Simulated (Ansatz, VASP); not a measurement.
# Ba in VASP and in Ansatz

File INCAR:

```
SYSTEM = Ba
ALGO = Normal ; EDIFF = 1E-6
ENCUT = 520 ; GGA = PS
ISIF = 2 ; ISMEAR = -1
LASPH = .TRUE. ; LCHARG = .FALSE.
LREAL = .FALSE. ; LWAVE = .FALSE.
NBANDS = 11 ; NELM = 60
PREC = Accurate ; SIGMA = 0.05
```

KPOINTS

```
k-points
0
G
  4 4 4
  0 0 0
```

POSCAR

```
Ba
1.0
    3.9177175405      0.0000000000      0.0000000000
    0.0000000000      3.9177175405      0.0000000000
    0.0000000000      0.0000000000      3.9177175405
Ba
1
Direct
    0.0000000000      0.0000000000      0.0000000000
```

Contents of input.yaml:

```yaml
crystal:
  lattice:
    - [3.9177175405, 0.0, 0.0]
    - [0.0, 3.9177175405, 0.0]
    - [0.0, 0.0, 3.9177175405]
  atoms:
    - { symbol: Ba, position: [0.0, 0.0, 0.0] }
hamiltonian:
  xc: pbesol
  pseudopotentials: { kind: paw }
kpoints:
  mp_grid: { grid: [4, 4, 4] }
scf:
  occupations: { method: fermi_dirac, width: 0.05 }
  n_extra_bands: 6
output:
  forces: true
  stress: true
  eigenvalues: true
  dos: { projected: true, de: 0.05, nscf_kmesh: { grid: [6, 6, 6] } }
  write_density: true
  write_potential: true
  elf: true
  volumetric_format: npy
```

Alike in both runs: functional PBEsol; k mesh 4 × 4 × 4; occupations fermi-dirac, width 0.05 eV; no spin polarisation.

|  | VASP | Ansatz |
| --- | --- | --- |
| version | VASP 6.6.1 | Ansatz 0.2.0 |
| potentials or method | VASP PAW PBE potentials, release 64 (Ba_sv) | Ansatz PAW |
| plane-wave cutoff (eV) | 520 | 420 |
| valence electrons in the cell | 10 | 10 |
| task | single point | projected density of states |

```tsv
	VASP	Ansatz	Ansatz less VASP
gap on the k mesh at the Fermi level (eV)	none	none	-
pressure (GPa)	-0.9	-1.0	-0.14
```

VASP's potentials were made for PBE, not for PBEsol. A gap of «none» marks a metal or a gap that the smearing closes. The functional is the same, so the differences come from potentials, cutoffs and numerics.

The k mesh is coarse, so the values compare programs but aren't converged. Spin-orbit coupling is off throughout.
